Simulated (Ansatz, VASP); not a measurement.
**Cu: VASP beside Ansatz**

INCAR

```
SYSTEM = Cu
  PREC = Accurate
  ENCUT = 520
  EDIFF = 1E-6
  ISMEAR = 0
  SIGMA = 0.15
  LREAL = .False.
  LASPH = .True.
  NELM = 80
  ALGO = Normal
  ISIF = 2
  LWAVE = .False.
  LCHARG = .True.
  GGA = CA
  LELF = .True.
  LVHAR = .True.
  NBANDS = 12
```

File KPOINTS:

```
Automatic mesh
0
Gamma
  24 24 24
  0 0 0
```

POSCAR

```
Cu
1.0
   -1.4859384417      1.4859384417      1.2374895343
    1.4859384417     -1.4859384417      1.2374895343
    1.4859384417      1.4859384417     -1.2374895343
Cu
1
Direct
    0.0000000000      0.0000000000      0.0000000000
```

Input for Ansatz:

```yaml
crystal:
  lattice:
    - [-1.4859384417, 1.4859384417, 1.2374895343]
    - [1.4859384417, -1.4859384417, 1.2374895343]
    - [1.4859384417, 1.4859384417, -1.2374895343]
  atoms:
    - { symbol: Cu, position: [0.0, 0.0, 0.0] }
basis:
  ecutwfc: 520.0
kpoints:
  mp_grid: { grid: [24, 24, 24] }
hamiltonian:
  xc: lda
  pseudopotentials: { kind: paw, azcp: { folder: soft_1 } }
scf:
  occupations: { method: gaussian, width: 0.15 }
output:
  forces: true
  stress: true
  eigenvalues: true
```

Alike in both runs: task single point; functional LDA; k mesh 24 × 24 × 24; occupations gaussian, width 0.15 eV; no spin polarisation.

|  | VASP | Ansatz |
| --- | --- | --- |
| version | VASP 6.6.1 | Ansatz 0.2.0 |
| potentials or method | VASP PAW LDA potentials, release 64 (Cu), cutoff 520 eV | scalar-relativistic, plane waves, PAW |
| valence electrons in the cell | 11 | 19 |

```tsv
	VASP	Ansatz	Ansatz less VASP
gap on the k mesh at the Fermi level (eV)	none	none	-
pressure (GPa)	2.3	1.4	-0.90
traceless stress, the component that is largest in VASP (GPa)	5.46	5.40	-0.060
```

Ansatz warns that its potentials were made for another functional, while VASP's fit it. LDA's correlation is that of Perdew and Zunger in VASP and of Perdew and Wang (1992) in Ansatz. A gap of «none» marks a metal or a gap that the smearing closes. VASP's potentials hold 11 valence electrons a cell and Ansatz's 19, so a difference there can come from the potentials and not from the codes.
